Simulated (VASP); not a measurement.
Ti:

```
Ti
1.0
     2.88978    0.00000    0.00000
    -1.44489    2.50262    0.00000
     0.00000    0.00000    4.58446
Ti
2
Direct
  0.66667 0.33333 0.75000
  0.33333 0.66667 0.25000
```

Base run:

- Program: VASP 6.6.1
- Functional: r2SCAN
- Dispersion: D4
- Potentials or basis: VASP PAW PBE potentials, release 64 (Ti_sv)
- Cutoff: 520 eV
- k mesh: 10 × 10 × 6
- Occupations: fermi-dirac, width 0.05 eV
- Spin: no spin polarisation

Its results: band gap on the k mesh zero (band 12 reaches 9.80 eV, above the bottom of band 13 at 8.58 eV); pressure 5.3 GPa.

Question: The run is repeated on the same cell with these changes: functional from r2SCAN to revPBE; dispersion from D4 to D3(BJ). What comes out?

Answer: Band gap on the k mesh zero (band 12 reaches 9.73 eV, above the bottom of band 13 at 8.71 eV); pressure -4.0 GPa.

Several settings changed at once, so the effect can't be laid on one alone.

Caveats: the PAW data sets were made with another functional, which shifts forces and pressure a little; pairwise dispersion overbinds metals, which lowers pressure and volume.
